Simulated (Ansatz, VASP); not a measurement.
Two plane-wave programs on AlFe

```
Al Fe
1.0
     2.78693    0.00000    0.00000
     0.00000    2.78693    0.00000
     0.00000    0.00000    2.78693
Al Fe
1 1
Direct
  0.00000 0.00000 0.00000
  0.50000 0.50000 0.50000
```

Alike in both runs: task single point; functional PBEsol; k mesh 14 × 14 × 14; occupations gaussian, width 0.1 eV; collinear spin.

|  | VASP | Ansatz |
| --- | --- | --- |
| version | VASP 6.6.1 | Ansatz 0.2.0 |
| potentials or method | VASP PAW PBE potentials, release 64 (Al, Fe), cutoff 520 eV | scalar-relativistic, plane waves, PAW |
| valence electrons in the cell | 11 | 19 |

```csv
,VASP,Ansatz,Ansatz less VASP
gap on the k mesh at the Fermi level (eV),none,none,-
pressure (GPa),13.7,13.4,-0.29
net moment per atom (μB),0.31,0.32,+0.001
size of the moment on the site where the two differ most (μB),0.65,0.64,-0.009
```

VASP's potentials were made for PBE, not for PBEsol. Site moments also hang on the region over which each program counts them. A gap of «none» marks a metal or a gap that the smearing closes. VASP's potentials hold 11 valence electrons a cell and Ansatz's 19, so a difference there can come from the potentials and not from the codes.
